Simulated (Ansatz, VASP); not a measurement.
# One calculation of Cd, two programs

```
Cd
1.0
     3.02252    0.00000    0.00000
    -1.51126    2.61758    0.00000
     0.00000    0.00000    5.77186
Cd
2
Direct
  0.33333 0.66667 0.25000
  0.66667 0.33333 0.75000
```

Alike in both runs: functional PBE; k mesh 12 × 12 × 4; occupations gaussian, width 0.1 eV; no spin polarisation.

Ansatz relaxed the structure, and its values are those at the end. VASP's run is a single point on that final structure, the one shown.

```csv
,VASP,Ansatz
version,VASP 6.6.1,Ansatz 0.2.0
potentials or method,"VASP PAW PBE potentials, release 64 (Cd), cutoff 520 eV","scalar-relativistic, plane waves, PAW"
valence electrons in the cell,24,40
```

|  | VASP | Ansatz | Ansatz less VASP |
| --- | --- | --- | --- |
| gap on the k mesh at the Fermi level (eV) | none | none | - |
| pressure (GPa) | 0.3 | 0.1 | -0.28 |

A gap of «none» marks a metal or a gap that the smearing closes. VASP's potentials hold 24 valence electrons a cell and Ansatz's 40, so a difference there can come from the potentials and not from the codes.
